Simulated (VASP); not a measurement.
A run of VASP 6.6.1 is set up as follows.

INCAR

```
ALGO = Normal
EDIFF = 1E-6
ENCUT = 520
GGA = PE
ISIF = 2
ISMEAR = 0
LASPH = T
LCHARG = T
LELF = T
LREAL = F
LVHAR = T
LWAVE = F
NBANDS = 18
NELM = 60
PREC = Accurate
SIGMA = 0.1
```

Contents of KPOINTS:

```
k-points
0
Gamma
  4 4 4
```

The input POSCAR:

```
MgSi3N
1.0
    2.6663495600     -3.1393061100      0.0000000000
    2.6663495600      3.1393061100      0.0000000000
    0.0000000000      0.0000000000      4.5969433200
Mg Si N
1 3 1
Direct
    0.0000000000      0.0000000000      0.5000000000
    0.7490191000      0.2509809000      0.0000000000
    0.2509809000      0.7490191000      0.0000000000
    0.0000000000      0.0000000000      0.0000000000
    0.5000000000      0.5000000000      0.0000000000
```

Potentials or basis: VASP PAW PBE potentials, release 64 (Mg, Si, N).

The run is started by

```sh
$ cat potpaw_PBE.64/Mg/POTCAR potpaw_PBE.64/Si/POTCAR potpaw_PBE.64/N/POTCAR > POTCAR
$ mpirun -np 1 vasp_std > vasp.out
```

Problem. Predict the largest force.

Solution. 28.111 eV/Å.

Problem. What does it give for the pressure?

Solution. 86.4 GPa.

Stress tensor (GPa, compression positive):
```
  8.26   0.00   0.00
  0.00 233.51   0.00
  0.00   0.00  17.50
```

Caveat: the k points lie up to 0.39 Å⁻¹ apart; forces of over 1 eV/Å act on the atoms, so gaps and moduli don't describe the material at rest.
